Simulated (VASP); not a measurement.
Set up this calculation in VASP 6.6.1, as the native input.

| Property | Result |
| --- | --- |
| Task | single point |
| Functional | PBEsol |
| Potentials or basis | VASP PAW PBE potentials, release 64 (Sb) |
| Cutoff | 520 eV |
| k mesh | 16 × 16 × 16 |
| Occupations | fermi-dirac, width 0.05 eV |
| Spin | no spin polarisation |
| Dipole correction | no |
| Further INCAR settings | ALGO = Normal; EDIFF = 1e-06; NBANDS = 8 |

The structure of Sb lies in POSCAR:

```
Sb
1.0
   -1.7595185816      1.7595185816      1.7595185816
    1.7595185816     -1.7595185816      1.7595185816
    1.7595185816      1.7595185816     -1.7595185816
Sb
1
Direct
    0.0000000000      0.0000000000      0.0000000000
```

This cell differs from its parent crystal: volume scaled by 0.84.

The input as run:

INCAR

```
SYSTEM = Sb
PREC     = Accurate       ! precision mode
ENCUT    = 520            ! plane-wave cutoff, eV
EDIFF    = 1E-6           ! SCF threshold, eV
ISMEAR   = -1             ! smearing method
SIGMA    = 0.05           ! smearing width, eV
LREAL    = .FALSE.        ! projectors in reciprocal space
LASPH    = .TRUE.         ! aspherical terms in the spheres
NELM     = 100            ! most SCF steps
ALGO     = Normal         ! electronic algorithm
ISIF     = 2              ! what is computed and relaxed
LWAVE    = .FALSE.        ! write WAVECAR
LCHARG   = .FALSE.        ! write CHGCAR
GGA      = PS             ! functional
NBANDS   = 8              ! bands
```

KPOINTS

```
regular mesh
0
G
  16 16 16
  0 0 0
```

Potentials or basis: VASP PAW PBE potentials, release 64 (Sb).

Launch:

```sh
$ cat potpaw_PBE.64/Sb/POTCAR > POTCAR
$ mpirun -np 1 vasp_std > vasp.out
```

It gave:

| Property | Result |
| --- | --- |
| Pressure | 18.1 GPa |

Caveat: the PAW data sets were made with another functional, which shifts forces and pressure a little.

It took 6.6 s on 1 thread of Intel(R) Xeon(R) 6975P-C (Granite Rapids), with other jobs on the host, peak memory 0.15 GiB.
